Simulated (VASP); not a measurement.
Wanted: the native input for a VASP 6.6.1 run.

```
Task                   : single point
Functional             : PBE
Potentials or basis    : VASP PAW PBE potentials, release 64 (Al, O)
Cutoff                 : 520 eV
k mesh                 : 5 × 5 × 5
Occupations            : fermi-dirac, width 0.1 eV
Spin                   : no spin polarisation
Dipole correction      : no
Further INCAR settings : ALGO = Normal; EDIFF = 1e-06; NBANDS = 21
```

The structure of Al2O lies in POSCAR:

```
Al2O
1.0
    0.0000000000      2.8457100000      2.8457100000
    2.8457100000      0.0000000000      2.8457100000
    6.2687702692      6.2687702692     -0.5773502692
Al O
4 2
Direct
    0.2610056248      0.2610056248      0.1084915628
    0.7830168743      0.7830168743      0.3254746885
    0.3050281239      0.3050281239      0.5424578141
    0.8270393735      0.8270393735      0.7594409398
    0.0000000000      0.0000000000      0.0000000000
    0.0440224991      0.0440224991      0.4339662513
```

One way to write it, as run:

INCAR

```
  PREC = Accurate
  ENCUT = 520
  EDIFF = 1E-6
  ISMEAR = -1
  SIGMA = 0.1
  LREAL = False
  LASPH = True
  NELM = 100
  ALGO = Normal
  ISIF = 2
  LWAVE = False
  LCHARG = True
  GGA = PE
  LELF = True
  LVHAR = True
  NBANDS = 21
```

KPOINTS

```
Automatic mesh
0
Gamma
  5 5 5
```

Potentials or basis: VASP PAW PBE potentials, release 64 (Al, O).

Command:

```sh
$ cat potpaw_PBE.64/Al/POTCAR potpaw_PBE.64/O/POTCAR > POTCAR
$ mpirun -np 1 vasp_std > vasp.out
```

It gave:

```yaml
Largest_force: 1.986 eV/Å
Band_gap_on_the_k_mesh: zero (band 12 reaches 6.39 eV, above the bottom of band 13 at 4.62 eV)
```

Caveat: the k points lie up to 0.38 Å⁻¹ apart.

Run time: 52 s on 1 thread of Intel Xeon 6975P-C, with other jobs on the host, peak memory 0.24 GiB.
